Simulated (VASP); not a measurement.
# Mg (C2/c) in VASP: a series of runs

Runs on Mg. Level: revPBE. Tasks: single point.

Program: VASP 6.6.1. These are calculated values, not measurements. Logs are shortened: lines on timing, memory, paths and dates and some standing lists are left out, and cuts for length are marked.

## 1. The cell of the first run

Symmetry: C2/c, No. 15, monoclinic system. The conventional cell has a = 3.276 Å, b = 5.678 Å, c = 5.275 Å, α = 90.00°, β = 90.14°, γ = 90.00°. Mg (site symmetry 2) has 12 Mg at 3.24 to 3.28 Å within 4.3 Å.

## 2. Single point, revPBE (volume scaled by 1.04)

Contents of INCAR:

```
SYSTEM = Mg
ALGO = Normal
EDIFF = 1E-6
ENCUT = 520
GGA = RE
ISIF = 2
ISMEAR = -1
LASPH = .TRUE.
LCHARG = .FALSE.
LREAL = .FALSE.
LWAVE = .FALSE.
NBANDS = 9
NELM = 80
PREC = Accurate
SIGMA = 0.1
```

Contents of KPOINTS:

```
k-points
0
G
  21 21 10
  0 0 0
```

Contents of POSCAR:

```
Mg
1.0
   -2.2024201844      1.8124495255      1.6145505806
    1.8124495255     -2.2024201844      1.6145505806
    4.0650547958      4.0650547958     -2.3287825566
Mg
2
Direct
    0.9584144310      0.0415855690      1.0000000000
    0.7915855690      0.2084144310      0.5000000000
```

Potentials or basis: VASP PAW PBE potentials, release 64 (Mg).

The run is started by

```sh
$ cat potpaw_PBE.64/Mg/POTCAR > POTCAR
$ mpirun -np 1 vasp_std > vasp.out
```

OUTCAR:

```text
SYSTEM = Mg
   EDIFF = 1E-6
   ENCUT = 520
   GGA = RE
   ISIF = 2
   ISMEAR = -1
   LASPH = .TRUE.
   LREAL = .FALSE.
   NELM = 80
   PREC = Accurate

 ion  position               nearest neighbor table
   1  0.958  0.042  0.000-   2 3.24   2 3.24   2 3.25   2 3.25   2 3.25   2 3.25
   2  0.792  0.208  0.500-   1 3.24   1 3.24   1 3.25   1 3.25   1 3.25   1 3.25

  Warning from LATTYP: Got some problem with cell dimensions!
  Tried to take original basis but could not verify dimensions!
  LATTYP: Found a base centered monoclinic cell.
 ALAT       =     3.2758584430
 B/A-ratio  =     1.7332504727
 C/A-ratio  =     1.6101907325
 COS(beta)  =    -0.0023652435

  Lattice vectors:

 A1 = (   2.2024201844,  -1.8124495255,  -1.6145505806)
 A2 = (  -1.8124495255,   2.2024201844,  -1.6145505806)
 A3 = (   3.6750841369,   3.6750841369,   0.9003186046)

Analysis of symmetry for initial positions (statically):
=====================================================================
 Subroutine PRICEL returns:
 Original cell was already a primitive cell.

 Routine SETGRP: Setting up the symmetry group for a
 base centered monoclinic supercell.

 Subroutine GETGRP returns: Found  4 space group operations
 (whereof  2 operations were pure point group operations)
 out of a pool of  4 trial point group operations.

The static configuration has the point symmetry C_2 .
 The point group associated with its full space group is C_2h.

Analysis of symmetry for dynamics (positions and initial velocities):
=====================================================================
 Subroutine PRICEL returns:
 Original cell was already a primitive cell.

 Routine SETGRP: Setting up the symmetry group for a
 base centered monoclinic supercell.

 Subroutine GETGRP returns: Found  4 space group operations
 (whereof  2 operations were pure point group operations)
 out of a pool of  4 trial point group operations.

The dynamic configuration has the point symmetry C_2 .
 The point group associated with its full space group is C_2h.

 Subroutine INISYM returns: Found  4 space group operations
 (whereof  2 operations are pure point group operations),
 and found     1 'primitive' translations

----------------------------------------------------------------------------------------

                                     Primitive cell

  volume of cell :      49.0549

  direct lattice vectors                    reciprocal lattice vectors
    -2.202420184  1.812449525  1.614550581    -0.029238210  0.219835875  0.332701716
     1.812449525 -2.202420184  1.614550581     0.219835875 -0.029238210  0.332701716
     4.065054796  4.065054796 -2.328782557     0.132141822  0.132141822  0.031916890

  length of vectors
     3.277560301  3.277560301  6.202625991     0.399841364  0.399841364  0.189582727

  position of ions in fractional coordinates (direct lattice)
     0.958414431  0.041585569  0.000000000
     0.791585569  0.208414431  0.500000000

  ion indices of the primitive-cell ions
   primitive index   ion index
                 1           1
                 2           2

----------------------------------------------------------------------------------------

 KPOINTS: k-points

Automatic generation of k-mesh.
 Grid dimensions read from file:
 generate k-points for:   21   21   10

 Generating k-lattice:

  Cartesian coordinates                     Fractional coordinates (reciprocal lattice)
    -0.001392296  0.010468375  0.015842939     0.047619048 -0.000000000  0.000000000
     0.010468375 -0.001392296  0.015842939    -0.000000000  0.047619048  0.000000000
     0.013214182  0.013214182  0.003191689     0.000000000  0.000000000  0.100000000

  Length of vectors
     0.019040065  0.019040065  0.018958273

  Shift w.r.t. Gamma in fractional coordinates (k-lattice)
     0.000000000  0.000000000  0.000000000

 Subroutine IBZKPT returns following result:
 ===========================================

 Found   1166 irreducible k-points:

 Following reciprocal coordinates:
            Coordinates               Weight
  0.000000  0.000000  0.000000      1.000000
  0.047619  0.000000  0.000000      4.000000
  0.095238  0.000000  0.000000      4.000000
  0.142857  0.000000 -0.000000      4.000000
  0.190476  0.000000  0.000000      4.000000
  0.238095  0.000000 -0.000000      4.000000
[... 16 lines left out ...]
 -0.428571  0.047619  0.000000      4.000000
 -0.380952  0.047619  0.000000      4.000000
 [... further k-points ...]
   k-points           NKPTS =   1166   k-points in BZ     NKDIM =   1166   number of bands    NBANDS=      9
   number of dos      NEDOS =    301   number of ions     NIONS =      2
   total plane-waves  NPLWV =  27648
   dimension x,y,z NGX =    24 NGY =   24 NGZ =   48
   dimension x,y,z NGXF=    48 NGYF=   48 NGZF=   96
   ions per type =               2
   NGX,Y,Z   is equivalent  to a cutoff of  12.17, 12.17, 12.87 a.u.
[... 30 lines left out ...]
     AMIX     =   0.40;   BMIX     =  1.00
     AMIX_MAG =   1.60;   BMIX_MAG =  1.00
  volume/ion in A,a.u.               =      24.53       165.52
  Fermi-wavevector in a.u.,A,eV,Ry     =   0.709906  1.341527  6.856872  0.503966
  Thomas-Fermi vector in A             =   1.796611
   LORBIT       =      0    0 simple, 1 ext, 2 COOP (PROOUT), +10 PAW based schemes
   GGA     = RE    functional components
   LHFCALC =     F    Hartree Fock is set to
   AEXX    =    0.0000 exact exchange contribution
   IVDW    =     0    specifies the selected vdW correction
   LEPSILON=     F    determine dielectric tensor
   LRPA    =     F    only Hartree local field effects (RPA)
 non-spin polarized calculation
  energy-cutoff  :      520.00
  volume of cell :       49.05
 maximum number of plane-waves:      1350
   NGX = 13   NGY = 13   NGZ = 23

 number of electron       4.0000000 magnetization

 Free energy of the ion-electron system (eV)
  ---------------------------------------------------
  ext. energy  EPLUGINS =         0.00000000
  ---------------------------------------------------
  free energy    TOTEN  =        -2.72575231 eV

  energy without entropy =       -2.69825552  energy(sigma->0) =       -2.71200391

 E-fermi :   2.3924     XC(G=0):  -8.2101

 val. band max:        2.3899488833   @ k =  -0.2857   0.0952   0.2000
 cond. band min:       2.3951379507   @ k =   0.4286   0.0952  -0.0000
 fundamental gap:      0.0051890674
 Fermi energy:         2.3923979358

 k-point     1 :       0.0000    0.0000    0.0000
  band No.  band energies     occupation
      1      -4.2660      2.00000
      2       0.8300      2.00000
      3       1.2414      1.99998
      4      12.8574      0.00000
      5      12.8603      0.00000
      6      12.8699      0.00000
      7      12.8750      0.00000
      8      13.8688      0.00000
      9      15.1463      0.00000

 k-point     2 :       0.0476    0.0000    0.0000
  band No.  band energies     occupation
      1      -4.2113      2.00000
      2       0.5535      2.00000
      3       1.6197      1.99912
      4      11.7008      0.00000
      5      12.1481      0.00000
      6      12.8797      0.00000
      7      13.6606      0.00000
      8      14.2556      0.00000
      9      15.6473      0.00000

 k-point     3 :       0.0952    0.0000    0.0000
  band No.  band energies     occupation
      1      -4.0475      2.00000
      2       0.2360      2.00000
      3       2.2422      1.63560
      4      10.3304      0.00000
      5      11.5261      0.00000
      6      12.3081      0.00000
      7      13.8583      0.00000
      8      14.4695      0.00000
      9      14.6251      0.00000

 k-point     4 :       0.1429    0.0000   -0.0000
  band No.  band energies     occupation
      1      -3.7750      2.00000
      2       0.0097      2.00000
      3       2.9738      0.00595
      4       8.9945      0.00000
      5      10.9980      0.00000
      6      11.5986      0.00000
      7      12.5645      0.00000
      8      13.8697      0.00000
      9      14.2444      0.00000
[... 205 lines left out ...]
 k-point    22 :      -0.4762    0.0476    0.0000
  band No.  band energies     occupation
      1       0.4609      2.00000
      2       1.1669      1.99999
      3       2.3033      1.41825
      4       2.9590      0.00690
      5       8.7113      0.00000
      6       9.3580      0.00000
      7      10.1210      0.00000
      8      11.0355      0.00000
      9      11.8476      0.00000

 k-point    23 :      -0.4286    0.0476    0.0000
  band No.  band energies     occupation
      1      -0.4594      2.00000
      2       0.7739      2.00000
      3       3.0197      0.00377
      4       4.1775      0.00000
      5       8.2299      0.00000
      6       9.0494      0.00000
      7      10.0067      0.00000
      8      11.1130      0.00000
      9      11.9855      0.00000

 k-point    24 :      -0.3810    0.0476    0.0000
  band No.  band energies     occupation
      1      -1.2913      2.00000
      2       0.4531      2.00000
      3       3.8560      0.00000
      4       5.4795      0.00000
      5       7.2408      0.00000
      6       8.9477      0.00000
      7      10.4191      0.00000
      8      11.2550      0.00000
      9      12.2175      0.00000

 [... further k-points ...]
[... 5 lines left out ...]
  --------------------------------------------------------------------------------------
  -------------------------------------------------------------------------------------
  Total       -0.4171081     -0.4171081     -0.4645328      0.0599453      0.0023109      0.0023109
  in kB      -13.6231131    -13.6231131    -15.1720454      1.9578663      0.0754759      0.0754759
  external PRESSURE =     -14.1394239 kB  Pullay stress =       0.0000000 kB

 VOLUME and BASIS-vectors are now :
 -----------------------------------------------------------------------------
  energy-cutoff  :      520.00
  volume of cell :       49.05
      direct lattice vectors                 reciprocal lattice vectors
    -2.202420184  1.812449525  1.614550581    -0.029238210  0.219835875  0.332701716
     1.812449525 -2.202420184  1.614550581     0.219835875 -0.029238210  0.332701716
     4.065054796  4.065054796 -2.328782557     0.132141822  0.132141822  0.031916890

 POSITION                                       TOTAL-FORCE (eV/Angst)
 -----------------------------------------------------------------------------------
     -2.03546      1.64549      1.61455         0.000078     -0.000078     -0.000000
      0.66686      3.00822      0.45016        -0.000078      0.000078      0.000000
 -----------------------------------------------------------------------------------
    total drift:                                0.000000     -0.000000     -0.000000

  FREE ENERGIE OF THE ION-ELECTRON SYSTEM (eV)
  ---------------------------------------------------
  free  energy   TOTEN  =        -2.7257523108 eV

  energy  without entropy=       -2.6982555153  energy(sigma->0) =       -2.71200391
```

Wall time 7.2 min (1 thread of Oxide Virtual Turin-like, shared host); peak memory 0.55 GiB.

Results:

```yaml
Free_energy: -2.7258 eV
Pressure: -1.4 GPa
Band_gap_on_the_k_mesh: zero (band 2 reaches 3.40 eV, above the bottom of band 3 at 1.24 eV)
```

Stress tensor (GPa, compression positive):
```
-1.36  0.20  0.01
 0.20 -1.36  0.01
 0.01  0.01 -1.52
```

Levels at points of the mesh, in eV from the Fermi level:
```csv
k point,band 1,band 2,band 3,band 4,band 5,band 6
"(0.00, 0.00, 0.00)",-6.66,-1.56,-1.15,10.47,10.47,10.48
"(0.00, 0.00, 0.50)",-5.31,-5.31,4.96,4.96,11.21,11.21
```

Caveat: the cell differs from its parent crystal (volume scaled by 1.04); the PAW data sets were made with another functional, which shifts forces and pressure a little.

## 3. Single point, revPBE (volume scaled by 1.08)

Contents of INCAR:

```
SYSTEM = Mg
PREC = Accurate
ENCUT = 520
EDIFF = 1E-6
ISMEAR = -1
SIGMA = 0.1
LREAL = .False.
LASPH = .True.
NELM = 80
ALGO = Normal
ISIF = 2
LWAVE = .False.
LCHARG = .False.
GGA = RE
NBANDS = 9
```

Contents of KPOINTS:

```
regular mesh
0
Gamma
  21 21 10
  0 0 0
```

Contents of POSCAR:

```
Mg
1.0
   -2.2303018808      1.8353943603      1.6349900995
    1.8353943603     -2.2303018808      1.6349900995
    4.1165166488      4.1165166488     -2.3582639465
Mg
2
Direct
    0.9584144310      0.0415855690      1.0000000000
    0.7915855690      0.2084144310      0.5000000000
```

Potentials or basis: VASP PAW PBE potentials, release 64 (Mg).

The run is started by

```sh
$ cat potpaw_PBE.64/Mg/POTCAR > POTCAR
$ mpirun -np 1 vasp_std > vasp.out
```

Wall time 9.7 min (1 thread of Oxide Virtual Turin-like, shared host); peak memory 0.57 GiB.

Results (log left out):

| Item | Value |
| --- | --- |
| Free energy | -2.7030 eV |
| Pressure | -2.4 GPa |
| Band gap on the k mesh | zero (band 2 reaches 3.21 eV, above the bottom of band 3 at 1.05 eV) |

Stress tensor (GPa, compression positive):
```
-2.38  0.18  0.01
 0.18 -2.38  0.01
 0.01  0.01 -2.52
```

Levels at points of the mesh, in eV from the Fermi level:
```
           k point  band 1  band 2  band 3  band 4  band 5  band 6
(0.00, 0.00, 0.00)   -6.50   -1.50   -1.15   10.18   10.20   10.26
(0.00, 0.00, 0.50)   -5.19   -5.19    4.85    4.85   10.99   10.99
```

Caveat: the cell differs from its parent crystal (volume scaled by 1.08); the PAW data sets were made with another functional, which shifts forces and pressure a little.

## 4. Single point, revPBE

This run uses another cell than the first one, of 23.58 Å³/atom, 0.962 times its volume.

Contents of INCAR:

```
PREC = Accurate
ENCUT = 520
EDIFF = 1E-6
ISMEAR = -1
SIGMA = 0.1
LREAL = False
LASPH = True
NELM = 80
ALGO = Normal
ISIF = 2
LWAVE = False
LCHARG = False
GGA = RE
ISYM = 0
NBANDS = 9
```

Contents of KPOINTS:

```
Automatic mesh
0
Gamma
  12 12 8
```

Contents of POSCAR:

```
Mg
1.0
   -2.1738140870      1.7889085554      1.5935800176
    1.7889085554     -2.1738140870      1.5935800176
    4.0122559002      4.0122559002     -2.2985352036
Mg
2
Direct
    0.9584144310      0.0415855690      1.0000000000
    0.7915855690      0.2084144310      0.5000000000
```

The run is started by

```sh
$ cat potpaw_PBE.64/Mg/POTCAR > POTCAR
$ mpirun -np 1 vasp_std > vasp.out
```

Run time: 2.8 min. Hardware: 1 thread of AMD EPYC 9755, shared host; peak memory 0.32 GiB.

It converged, with:

```yaml
Free_energy: -2.7333 eV
Pressure: -0.2 GPa
Band_gap_on_the_k_mesh: zero (band 2 reaches 3.54 eV, above the bottom of band 3 at 1.44 eV)
```

Levels at points of the mesh, in eV from the Fermi level:
| k point | band 1 | band 2 | band 3 | band 4 | band 5 |
| --- | --- | --- | --- | --- | --- |
| (0.00, 0.00, 0.00) | -6.78 | -1.58 | -1.11 | 10.73 | 10.75 |
| (0.50, 0.00, 0.00) | -1.07 | -1.05 | -0.42 | -0.40 | 7.88 |
| (0.00, 0.50, 0.00) | -1.07 | -1.05 | -0.42 | -0.40 | 7.88 |
| (0.50, 0.50, 0.00) | -2.10 | -2.10 | 2.66 | 3.03 | 3.32 |
| (0.00, 0.00, 0.50) | -5.40 | -5.40 | 5.12 | 5.12 | 11.48 |
| (0.50, 0.00, 0.50) | -2.09 | -2.09 | 2.66 | 3.04 | 3.32 |
| (0.00, 0.50, 0.50) | -2.09 | -2.09 | 2.66 | 3.04 | 3.32 |
| (0.50, 0.50, 0.50) | -1.07 | -1.07 | -0.42 | -0.42 | 7.89 |

Caveat: the PAW data sets were made with another functional, which shifts forces and pressure a little.

## 5. Single point, revPBE (volume scaled by 0.88)

Contents of INCAR:

```
SYSTEM = Mg
ALGO = Normal ; EDIFF = 1E-7
ENCUT = 520 ; GGA = RE
ISIF = 2 ; ISMEAR = -1
LASPH = .TRUE. ; LCHARG = .FALSE.
LREAL = .FALSE. ; LWAVE = .FALSE.
NBANDS = 9 ; NELM = 60
PREC = Accurate ; SIGMA = 0.1
```

Contents of KPOINTS:

```
k-points
0
G
  21 21 10
  0 0 0
```

Contents of POSCAR:

```
Mg
1.0
   -2.0831311964      1.7142823950      1.5271021880
    1.7142823950     -2.0831311964      1.5271021880
    3.8448805184      3.8448805184     -2.2026494434
Mg
2
Direct
    0.9584144310      0.0415855690      1.0000000000
    0.7915855690      0.2084144310      0.5000000000
```

The run is started by

```sh
$ cat potpaw_PBE.64/Mg/POTCAR > POTCAR
$ mpirun -np 1 vasp_std > vasp.out
```

Run time: 5.9 min. Hardware: 1 thread of AMD EPYC 9755, shared host; peak memory 0.48 GiB.

The run converged. Its results:

| Property | Result |
| --- | --- |
| Free energy | -2.6518 eV |
| Pressure | 5.5 GPa |
| Band gap on the k mesh | zero (band 2 reaches 4.31 eV, above the bottom of band 3 at 2.14 eV) |

Stress tensor (GPa, compression positive):
```
5.55 0.28 0.00
0.28 5.55 0.00
0.00 0.00 5.31
```

Levels at points of the mesh, in eV from the Fermi level:
| k point | band 1 | band 2 | band 3 | band 4 | band 5 | band 6 |
| --- | --- | --- | --- | --- | --- | --- |
| (0.00, 0.00, 0.00) | -7.39 | -1.83 | -1.14 | 11.44 | 11.45 | 11.77 |
| (0.00, 0.00, 0.50) | -5.88 | -5.88 | 5.48 | 5.48 | 12.20 | 12.20 |

Caveat: the cell differs from its parent crystal (volume scaled by 0.88); the PAW data sets were made with another functional, which shifts forces and pressure a little.

## 6. Single point, revPBE (volume scaled by 0.92)

Contents of INCAR:

```
ALGO = Normal ; EDIFF = 1E-6
ENCUT = 520 ; GGA = RE
ISIF = 2 ; ISMEAR = -1
LASPH = T ; LCHARG = T
LELF = T ; LREAL = F
LVHAR = T ; LWAVE = F
NBANDS = 9 ; NELM = 60
PREC = Accurate ; SIGMA = 0.1
```

Contents of KPOINTS:

```
k-points
0
Gamma
  21 21 10
```

Contents of POSCAR:

```
Mg
1.0
   -2.1142272913      1.7398724721      1.5498981188
    1.7398724721     -2.1142272913      1.5498981188
    3.9022752565      3.9022752565     -2.2355296557
Mg
2
Direct
    0.9584144310      0.0415855690      1.0000000000
    0.7915855690      0.2084144310      0.5000000000
```

Potentials or basis: VASP PAW PBE potentials, release 64 (Mg).

The run is started by

```sh
$ cat potpaw_PBE.64/Mg/POTCAR > POTCAR
$ mpirun -np 1 vasp_std > vasp.out
```

It took 7.4 min on 1 thread of AMD EPYC 9755, shared host; peak memory 0.49 GiB.

Results (log left out):

| Quantity | Value |
| --- | --- |
| Free energy | -2.7024 eV |
| Pressure | 3.2 GPa |
| Band gap on the k mesh | zero (band 2 reaches 4.06 eV, above the bottom of band 3 at 1.89 eV) |

Stress tensor (GPa, compression positive):
```
3.27 0.25 0.00
0.25 3.27 0.00
0.00 0.00 3.05
```

Levels at points of the mesh, in eV from the Fermi level:
| k point | band 1 | band 2 | band 3 | band 4 | band 5 |
| --- | --- | --- | --- | --- | --- |
| (0.00, 0.00, 0.00) | -7.19 | -1.76 | -1.14 | 11.17 | 11.19 |
| (0.00, 0.00, 0.50) | -5.73 | -5.73 | 5.34 | 5.34 | 11.93 |

Caveat: the cell differs from its parent crystal (volume scaled by 0.92); the PAW data sets were made with another functional, which shifts forces and pressure a little.

## 7. Summary

| cell | k mesh | gap on the mesh (eV) | pressure (GPa) |
| --- | --- | --- | --- |
| a = 3.278, b = 3.278, c = 6.203 Å, angles 105.2, 105.2, 120.0°, 2 atoms | 21 × 21 × 10 | none | -1.4 |
| a = 3.319, b = 3.319, c = 6.281 Å, angles 105.2, 105.2, 120.0°, 2 atoms | 21 × 21 × 10 | none | -2.4 |
| a = 3.235, b = 3.235, c = 6.122 Å, angles 105.2, 105.2, 120.0°, 2 atoms | 12 × 12 × 8 | none | -0.2 |
| a = 3.100, b = 3.100, c = 5.867 Å, angles 105.2, 105.2, 120.0°, 2 atoms | 21 × 21 × 10 | none | 5.5 |
| a = 3.146, b = 3.146, c = 5.954 Å, angles 105.2, 105.2, 120.0°, 2 atoms | 21 × 21 × 10 | none | 3.2 |

Alike in all rows: task single point; level revPBE; potentials or basis VASP PAW PBE potentials, release 64 (Mg); no spin polarisation; cutoff (eV) 520; smearing fermi-dirac 0.1 eV.

Caveats: the PAW data sets were made with another functional, which shifts forces and pressure a little.

Total energies depend on the potentials used, so only differences within one code and one set of settings carry meaning.
